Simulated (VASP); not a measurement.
# Si4BW: relaxation of cell and atoms with PBE

Si4BW:

```
Si B W
1.0
     5.67897    0.00000    0.00000
     0.00000    5.67897    0.00000
     0.00000    0.00000    2.67525
Si B W
4 1 1
Direct
  0.85682 0.34585 0.00000
  0.14318 0.65415 0.00000
  0.34585 0.14318 0.00000
  0.65415 0.85682 0.00000
  0.00000 0.00000 0.00000
  0.50000 0.50000 0.50000
```

```json
{
 "Program": "VASP 6.6.1",
 "Task": "relaxation of cell and atoms",
 "Functional": "PBE",
 "Potentials or basis": "VASP PAW PBE potentials, release 64 (Si, B, W_sv)",
 "Cutoff": "600 eV",
 "k mesh": "8 × 8 × 14",
 "Occupations": "gaussian, width 0.1 eV",
 "Spin": "no spin polarisation",
 "Dipole correction": "no",
 "Further INCAR settings": "ALGO = Normal; EDIFF = 1e-07; IBRION = 2; EDIFFG = -0.01; NSW = 100; ISIF = 3"
}
```

```
Relaxed volume                        : 14.35 Å³/atom
Relaxed cell                          : a = 5.670 Å, b = 5.670 Å, c = 2.678 Å, α = 90.00°, β = 90.00°, γ = 90.00°
Space group after relaxing (to 0.1 Å) : P4/m (No. 83)
Energy gained by relaxing             : 0.6 meV/atom
Ionic steps                           : 4
Pressure after relaxing               : 0.0 GPa
Largest force after relaxing          : 0.008 eV/Å
Band gap on the k mesh                : zero (an odd number of electrons rules out a gap without spin polarisation)
```

Forces in eV/Å, atoms in the order of the input:
```
Si   0.002 -0.008  0.000
Si  -0.002  0.008  0.000
Si  -0.008 -0.002  0.000
Si   0.008  0.002  0.000
B    0.000  0.000  0.000
W    0.000  0.000  0.000
```

Stress tensor (GPa, compression positive):
```
 0.08  0.00  0.00
 0.00  0.08  0.00
 0.00  0.00 -0.02
```

The path:
```
step  energy change (eV)  largest force (eV/Å)  pressure (GPa)  volume (Å³)
   1              0.0000                0.1513           -0.06        86.28
   2             -0.0030                0.0309           -0.10        86.21
   3             -0.0030                0.0291           -0.09        86.21
   4             -0.0033                0.0081            0.05        86.10
```

Final structure:
```
CELL_PARAMETERS angstrom
5.66957 0.00000 0.00000
0.00000 5.66957 0.00000
0.00000 0.00000 2.67848
ATOMIC_POSITIONS crystal
Si 0.85811 0.34487 0.00000
Si 0.14189 0.65513 0.00000
Si 0.34487 0.14189 0.00000
Si 0.65513 0.85811 0.00000
B 0.00000 0.00000 0.00000
W 0.50000 0.50000 0.50000
```

Levels at points of the mesh, in eV from the Fermi level:
| k point | band 15 | band 16 | band 17 | band 18 | band 19 | band 20 |
| --- | --- | --- | --- | --- | --- | --- |
| (0.00, 0.00, 0.00) | -0.80 | 1.91 | 1.91 | 2.26 | 3.48 | 3.48 |
| (0.50, 0.00, 0.00) | -0.37 | 1.15 | 1.79 | 1.92 | 2.25 | 4.07 |
| (0.50, 0.50, 0.00) | -1.45 | -1.41 | 1.83 | 1.83 | 2.31 | 2.76 |
| (0.00, 0.00, 0.50) | -2.47 | -1.96 | -0.74 | -0.23 | 0.44 | 2.00 |
| (0.50, 0.00, 0.50) | -2.30 | -1.39 | -0.61 | -0.43 | 1.74 | 2.26 |
| (0.50, 0.50, 0.50) | -1.64 | -0.89 | -0.89 | 0.21 | 0.99 | 2.12 |

Wall time 15 min on 1 thread of Intel Xeon 8259CL (shared host), peak memory 0.46 GiB.

Caveat: spin-orbit coupling is left out, which moves the levels of the heavy elements.
